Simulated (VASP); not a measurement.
# Lu (Pm-3m) in VASP: notebook

Lu is run at these levels: PBE; tasks: single point, relaxation of cell and atoms.

Everything below comes from runs of VASP 6.6.1. Logs are shortened: lines on timing, memory, paths and dates and some standing lists are left out, and cuts for length are marked.

## (1) The cell of the first run

The structure is cubic, space group Pm-3m (No. 221). The conventional cell has a = 3.206 Å, b = 3.206 Å, c = 3.206 Å, α = 90.00°, β = 90.00°, γ = 90.00°. Lu (site symmetry m-3m) has 6 Lu at 3.21 Å within 4.2 Å.

## (2) Single point, PBE

The input, INCAR:

```
SYSTEM = Lu
PREC     = Accurate       ! precision mode
ENCUT    = 520            ! plane-wave cutoff, eV
EDIFF    = 1E-6           ! SCF threshold, eV
ISMEAR   = 0              ! smearing method
SIGMA    = 0.1            ! smearing width, eV
LREAL    = .FALSE.        ! projectors in reciprocal space
LASPH    = .TRUE.         ! aspherical terms in the spheres
NELM     = 60             ! most SCF steps
ALGO     = Fast           ! electronic algorithm
ISIF     = 2              ! what is computed and relaxed
LWAVE    = .FALSE.        ! write WAVECAR
LCHARG   = .TRUE.         ! write CHGCAR
GGA      = PE             ! functional
LELF     = .TRUE.         ! ELF
LVHAR    = .TRUE.       
NBANDS   = 18             ! bands
```

The input, KPOINTS:

```
regular mesh
0
G
  18 18 18
  0 0 0
```

The input, POSCAR:

```
Lu
1.0
    3.2060190137      0.0000000000      0.0000000000
    0.0000000000      3.2060190137      0.0000000000
    0.0000000000      0.0000000000      3.2060190137
Lu
1
Direct
    0.5000000000      0.5000000000      0.5000000000
```

Potentials or basis: VASP PAW PBE potentials, release 64 (Lu).

On the command line:

```console
cat potpaw_PBE.64/Lu/POTCAR > POTCAR
mpirun -np 1 vasp_std > vasp.out
```

OUTCAR:

```text
SYSTEM = Lu
   PREC = Accurate
   ENCUT = 520
   EDIFF = 1E-6
   ISMEAR = 0
   LREAL = .FALSE.
   LASPH = .TRUE.
   NELM = 60
   ISIF = 2
   GGA = PE

 ion  position               nearest neighbor table
   1  0.500  0.500  0.500-

  LATTYP: Found a simple cubic cell.
 ALAT       =     3.2060190137

  Lattice vectors:

 A1 = (   3.2060190137,   0.0000000000,   0.0000000000)
 A2 = (   0.0000000000,   3.2060190137,   0.0000000000)
 A3 = (   0.0000000000,   0.0000000000,   3.2060190137)

Analysis of symmetry for initial positions (statically):
=====================================================================
 Subroutine PRICEL returns:
 Original cell was already a primitive cell.

 Routine SETGRP: Setting up the symmetry group for a
 simple cubic supercell.

 Subroutine GETGRP returns: Found 48 space group operations
 (whereof 48 operations were pure point group operations)
 out of a pool of 48 trial point group operations.

The static configuration has the point symmetry O_h .

Analysis of symmetry for dynamics (positions and initial velocities):
=====================================================================
 Subroutine PRICEL returns:
 Original cell was already a primitive cell.

 Routine SETGRP: Setting up the symmetry group for a
 simple cubic supercell.

 Subroutine GETGRP returns: Found 48 space group operations
 (whereof 48 operations were pure point group operations)
 out of a pool of 48 trial point group operations.

The dynamic configuration has the point symmetry O_h .

 Subroutine INISYM returns: Found 48 space group operations
 (whereof 48 operations are pure point group operations),
 and found     1 'primitive' translations

----------------------------------------------------------------------------------------

                                     Primitive cell

  volume of cell :      32.9533

  direct lattice vectors                    reciprocal lattice vectors
     3.206019014  0.000000000  0.000000000     0.311913309  0.000000000  0.000000000
     0.000000000  3.206019014  0.000000000     0.000000000  0.311913309  0.000000000
     0.000000000  0.000000000  3.206019014     0.000000000  0.000000000  0.311913309

  length of vectors
     3.206019014  3.206019014  3.206019014     0.311913309  0.311913309  0.311913309

  position of ions in fractional coordinates (direct lattice)
     0.500000000  0.500000000  0.500000000

  ion indices of the primitive-cell ions
   primitive index   ion index
                 1           1

----------------------------------------------------------------------------------------

 KPOINTS: regular mesh

Automatic generation of k-mesh.
 Grid dimensions read from file:
 generate k-points for:   18   18   18

 Generating k-lattice:

  Cartesian coordinates                     Fractional coordinates (reciprocal lattice)
     0.017328517  0.000000000  0.000000000     0.055555556  0.000000000  0.000000000
     0.000000000  0.017328517  0.000000000     0.000000000  0.055555556  0.000000000
     0.000000000  0.000000000  0.017328517     0.000000000  0.000000000  0.055555556

  Length of vectors
     0.017328517  0.017328517  0.017328517

  Shift w.r.t. Gamma in fractional coordinates (k-lattice)
     0.000000000  0.000000000  0.000000000

 Subroutine IBZKPT returns following result:
 ===========================================

 Found    220 irreducible k-points:

 Following reciprocal coordinates:
            Coordinates               Weight
  0.000000  0.000000  0.000000      1.000000
  0.055556  0.000000  0.000000      6.000000
  0.111111  0.000000  0.000000      6.000000
  0.166667  0.000000  0.000000      6.000000
  0.222222  0.000000  0.000000      6.000000
  0.277778  0.000000  0.000000      6.000000
[... 16 lines left out ...]
  0.277778  0.111111  0.000000     24.000000
  0.333333  0.111111  0.000000     24.000000
 [... further k-points ...]
   k-points           NKPTS =    220   k-points in BZ     NKDIM =    220   number of bands    NBANDS=     18
   number of dos      NEDOS =    301   number of ions     NIONS =      1
   total plane-waves  NPLWV =  13824
   dimension x,y,z NGX =    24 NGY =   24 NGZ =   24
   dimension x,y,z NGXF=    48 NGYF=   48 NGZF=   48
   ions per type =               1
   NGX,Y,Z   is equivalent  to a cutoff of  12.45, 12.45, 12.45 a.u.
   NGXF,Y,Z  is equivalent  to a cutoff of  24.89, 24.89, 24.89 a.u.
 SYSTEM =  Lu
   PREC   = accura    normal or accurate (medium, high low for compatibility)
   ISTART =      0    job   : 0-new  1-cont  2-samecut
   ICHARG =      2    charge: 1-file 2-atom 10-const
   ISPIN  =      1    spin polarized calculation?
   LNONCOLLINEAR =      F non collinear calculations
   LSORBIT =      F    spin-orbit coupling
   LASPH  =      T    aspherical Exc in radial PAW
   ENCUT  =  520.0 eV  38.22 Ry    6.18 a.u.   5.96  5.96  5.96*2*pi/ulx,y,z
   NELM   =     60;   NELMIN=  2; NELMDL= -5     # of ELM steps
   EDIFF  = 0.1E-05   stopping-criterion for ELM
   LREAL  =      F    real-space projection
   EDIFFG = 0.1E-04   stopping-criterion for IOM
   NSW    =      0    number of steps for IOM
   IBRION =     -1    ionic relax: 0-MD 1-quasi-New 2-CG
   NFREE  =      0    steps in history (QN), initial steepest desc. (CG)
   ISIF   =      2    stress and relaxation
   ISYM   =      2    0-nonsym 1-usesym 2-fastsym
   POTIM  = 0.5000    time-step for ionic-motion
   TEBEG  =    0.0;   TEEND  =   0.0 temperature during run
   PSTRESS=    0.0 pullay stress
   NELECT =      25.0000    total number of electrons
   NUPDOWN=      -1.0000    fix difference up-down
   EMIN   =  10.00;   EMAX   =-10.00  energy-range for DOS
   EFERMI =   0.00;   METHOD = LEGACY
   ISMEAR =     0;   SIGMA  =   0.10  broadening in eV -4-tet -1-fermi 0-gaus
   EFERMI_NEDOS =   21; number of points for ismear=-14 and -15
   IALGO  =     68    algorithm
   IMIX   =      4    mixing-type and parameters
     AMIX     =   0.40;   BMIX     =  1.00
     AMIX_MAG =   1.60;   BMIX_MAG =  1.00
  volume/ion in A,a.u.               =      32.95       222.38
  Fermi-wavevector in a.u.,A,eV,Ry     =   1.493099  2.821549 30.332094  2.229346
  Thomas-Fermi vector in A             =   2.605543
   LORBIT       =      0    0 simple, 1 ext, 2 COOP (PROOUT), +10 PAW based schemes
   GGA     = PE    functional components
   LHFCALC =     F    Hartree Fock is set to
   AEXX    =    0.0000 exact exchange contribution
   IVDW    =     0    specifies the selected vdW correction
   LEPSILON=     F    determine dielectric tensor
   LRPA    =     F    only Hartree local field effects (RPA)
 non-spin polarized calculation
 RMM-DIIS sequential band-by-band and
 Gauss-broadening in eV      SIGMA  =   0.10
  energy-cutoff  :      520.00
  volume of cell :       32.95
 maximum number of plane-waves:       912
 NGX is ok and might be reduce to    24
   NGX = 11   NGY = 11   NGZ = 11

 number of electron      25.0000007 magnetization

 Free energy of the ion-electron system (eV)
  ---------------------------------------------------
  ext. energy  EPLUGINS =         0.00000000
  ---------------------------------------------------
  free energy    TOTEN  =        -3.67168866 eV

  energy without entropy =       -3.66222480  energy(sigma->0) =       -3.66695673

 E-fermi :   1.7245     XC(G=0): -10.0420

 val. band max:        1.7240583966   @ k =   0.3333   0.2222   0.0000
 cond. band min:       1.7304436263   @ k =   0.1667   0.0556   0.0000
 fundamental gap:      0.0063852297
 Fermi energy:         1.7245097776

 k-point     1 :       0.0000    0.0000    0.0000
  band No.  band energies     occupation
      1     -55.0092      2.00000
      2     -25.4188      2.00000
      3     -25.4188      2.00000
      4     -25.4188      2.00000
      5      -3.9155      2.00000
      6      -3.7196      2.00000
[... 10 lines left out ...]
     17       7.7049      0.00000
     18      12.2059      0.00000

 k-point     2 :       0.0556    0.0000    0.0000
  band No.  band energies     occupation
      1     -55.0084      2.00000
      2     -25.4354      2.00000
      3     -25.4174      2.00000
      4     -25.4174      2.00000
      5      -3.8529      2.00000
      6      -3.7207      2.00000
[... 10 lines left out ...]
     17       7.7134      0.00000
     18      11.8446      0.00000

 k-point     3 :       0.1111    0.0000    0.0000
  band No.  band energies     occupation
      1     -55.0061      2.00000
      2     -25.4828      2.00000
      3     -25.4134      2.00000
      4     -25.4134      2.00000
      5      -3.7237      2.00000
      6      -3.7164      2.00000
[... 10 lines left out ...]
     17       7.7381      0.00000
     18      11.0059      0.00000

 k-point     4 :       0.1667    0.0000    0.0000
  band No.  band energies     occupation
      1     -55.0026      2.00000
      2     -25.5548      2.00000
      3     -25.4074      2.00000
      4     -25.4074      2.00000
      5      -3.7283      2.00000
      6      -3.7177      2.00000
[... 10 lines left out ...]
     17       7.7763      0.00000
     18      10.1632      0.00000

 k-point     5 :       0.2222    0.0000    0.0000
  band No.  band energies     occupation
      1     -54.9983      2.00000
      2     -25.6417      2.00000
      3     -25.3999      2.00000
      4     -25.3999      2.00000
      5      -3.7339      2.00000
      6      -3.7312      2.00000
[... 10 lines left out ...]
     17       7.8237      0.00000
     18       9.4805      0.00000

 k-point     6 :       0.2778    0.0000    0.0000
  band No.  band energies     occupation
      1     -54.9938      2.00000
      2     -25.7328      2.00000
      3     -25.3919      2.00000
      4     -25.3919      2.00000
      5      -3.7451      2.00000
      6      -3.7397      2.00000
[... 307 lines left out ...]
 k-point    21 :       0.1667    0.1111    0.0000
  band No.  band energies     occupation
      1     -54.9996      2.00000
      2     -25.5489      2.00000
      3     -25.4705      2.00000
      4     -25.4021      2.00000
      5      -3.7258      2.00000
      6      -3.7175      2.00000
[... 10 lines left out ...]
     17       7.3571      0.00000
     18      10.7732      0.00000

 k-point    22 :       0.2222    0.1111    0.0000
  band No.  band energies     occupation
      1     -54.9953      2.00000
      2     -25.6354      2.00000
      3     -25.4627      2.00000
      4     -25.3947      2.00000
      5      -3.7322      2.00000
      6      -3.7269      2.00000
[... 10 lines left out ...]
     17       7.3984      0.00000
     18      10.0575      0.00000

 k-point    23 :       0.2778    0.1111    0.0000
  band No.  band energies     occupation
      1     -54.9908      2.00000
      2     -25.7260      2.00000
      3     -25.4543      2.00000
      4     -25.3868      2.00000
      5      -3.7433      2.00000
      6      -3.7352      2.00000
[... 10 lines left out ...]
     17       7.4549      0.00000
     18       9.5539      0.00000

 k-point    24 :       0.3333    0.1111    0.0000
  band No.  band energies     occupation
      1     -54.9865      2.00000
      2     -25.8098      2.00000
      3     -25.4464      2.00000
      4     -25.3793      2.00000
      5      -3.7552      2.00000
      6      -3.7408      2.00000
[... 10 lines left out ...]
     17       7.5118      0.00000
     18       9.3407      0.00000

 [... further k-points ...]
[... 5 lines left out ...]
  --------------------------------------------------------------------------------------
  -------------------------------------------------------------------------------------
  Total        0.0104816      0.0104816      0.0104816      0.0000000      0.0000000     -0.0000000
  in kB        0.5096132      0.5096132      0.5096132      0.0000000      0.0000000     -0.0000000
  external PRESSURE =       0.5096132 kB  Pullay stress =       0.0000000 kB

 VOLUME and BASIS-vectors are now :
 -----------------------------------------------------------------------------
  energy-cutoff  :      520.00
  volume of cell :       32.95
      direct lattice vectors                 reciprocal lattice vectors
     3.206019014  0.000000000  0.000000000     0.311913309  0.000000000  0.000000000
     0.000000000  3.206019014  0.000000000     0.000000000  0.311913309  0.000000000
     0.000000000  0.000000000  3.206019014     0.000000000  0.000000000  0.311913309

 POSITION                                       TOTAL-FORCE (eV/Angst)
 -----------------------------------------------------------------------------------
      1.60301      1.60301      1.60301         0.000000      0.000000      0.000000
 -----------------------------------------------------------------------------------
    total drift:                                0.000000     -0.000000     -0.000000

  FREE ENERGIE OF THE ION-ELECTRON SYSTEM (eV)
  ---------------------------------------------------
  free  energy   TOTEN  =        -3.6716886604 eV

  energy  without entropy=       -3.6622247994  energy(sigma->0) =       -3.66695673
```

Wall time 1.9 min (1 thread of AMD EPYC 7R13, shared host); peak memory 0.25 GiB.

Results:

```
Free energy : -3.6717 eV
Pressure    : 0.1 GPa
```

Levels at points of the mesh, in eV from the Fermi level:
```tsv
k point	band 9	band 10	band 11	band 12	band 13	band 14	band 15	band 16	band 17	band 18
(0.00, 0.00, 0.00)	-5.42	-5.42	-5.42	-5.39	-0.40	-0.40	5.98	5.98	5.98	10.48
(0.50, 0.00, 0.00)	-5.40	-5.37	-5.37	-2.70	-0.40	0.37	3.22	3.22	6.28	8.06
(0.50, 0.50, 0.00)	-5.42	-5.38	-5.37	-1.73	-0.20	3.23	3.23	3.83	3.83	7.71
(0.50, 0.50, 0.50)	-5.39	-5.39	-5.39	-0.39	-0.39	-0.39	6.13	7.46	7.46	7.47
```

Caveat: spin-orbit coupling is left out, which moves the levels of the heavy elements.

## (3) Relaxation of cell and atoms, PBE

This run uses another cell than the first one, of 33.78 Å³/atom, 1.025 times its volume.

The input, INCAR:

```
ALGO = Fast
EDIFF = 1E-6
EDIFFG = -0.01
ENCUT = 600
GGA = PE
IBRION = 2
ISIF = 3
ISMEAR = 0
LASPH = True
LCHARG = False
LREAL = False
LWAVE = False
NELM = 100
NSW = 100
PREC = Accurate
SIGMA = 0.1
```

The input, KPOINTS:

```
k-points
0
Gamma
  18 18 18
```

The input, POSCAR:

```
Lu
1.0
    3.2326191416      0.0000000000      0.0000000000
    0.0000000000      3.2326191416      0.0000000000
    0.0000000000      0.0000000000      3.2326191416
Lu
1
Direct
    0.5000000000      0.5000000000      0.5000000000
```

Potentials or basis: VASP PAW PBE potentials, release 64 (Lu).

On the command line:

```console
cat potpaw_PBE.64/Lu/POTCAR > POTCAR
mpirun -np 1 vasp_std > vasp.out
```

Wall time 41 min (1 thread of AMD EPYC 7R13, shared host); peak memory 0.35 GiB.

The run converged. Its results:

| Property | Result |
| --- | --- |
| Free energy | -3.6721 eV |
| Relaxed volume | 33.12 Å³/atom |
| Relaxed cell | a = 3.211 Å, b = 3.211 Å, c = 3.211 Å, α = 90.00°, β = 90.00°, γ = 90.00° |
| Space group after relaxing (to 0.05 Å) | Pm-3m (No. 221) |
| Energy gained by relaxing | 1.3 meV/atom |
| Ionic steps | 9 |
| Pressure after relaxing | 0.0 GPa |

The path:
```tsv
step	energy change (eV)	largest force (eV/Å)	pressure (GPa)	volume (Å³)
1	0.0000	0.0000	-0.60	33.78
2	-0.0013	0.0000	-1.47	33.16
3	0.0090	0.0000	0.75	31.36
4	0.0025	0.0000	3.29	31.94
5	-0.0010	0.0000	1.00	32.77
6	-0.0012	0.0000	0.25	32.93
7	-0.0012	0.0000	0.52	32.98
8	-0.0013	0.0000	0.24	33.07
9	-0.0013	0.0000	0.04	33.12
```

Final structure:
```
CELL_PARAMETERS angstrom
3.21131 0.00000 0.00000
0.00000 3.21131 0.00000
0.00000 0.00000 3.21131
ATOMIC_POSITIONS crystal
Lu 0.50000 0.50000 0.50000
```

Levels at points of the mesh, in eV from the Fermi level:
| k point | band 10 | band 11 | band 12 | band 13 | band 14 | band 15 |
| --- | --- | --- | --- | --- | --- | --- |
| (0.00, 0.00, 0.00) | -5.42 | -5.42 | -5.39 | -0.39 | -0.39 | 5.95 |
| (0.50, 0.00, 0.00) | -5.38 | -5.38 | -2.70 | -0.40 | 0.37 | 3.21 |
| (0.50, 0.50, 0.00) | -5.39 | -5.37 | -1.72 | -0.20 | 3.20 | 3.20 |
| (0.50, 0.50, 0.50) | -5.40 | -5.40 | -0.38 | -0.38 | -0.38 | 6.12 |

Caveat: spin-orbit coupling is left out, which moves the levels of the heavy elements.
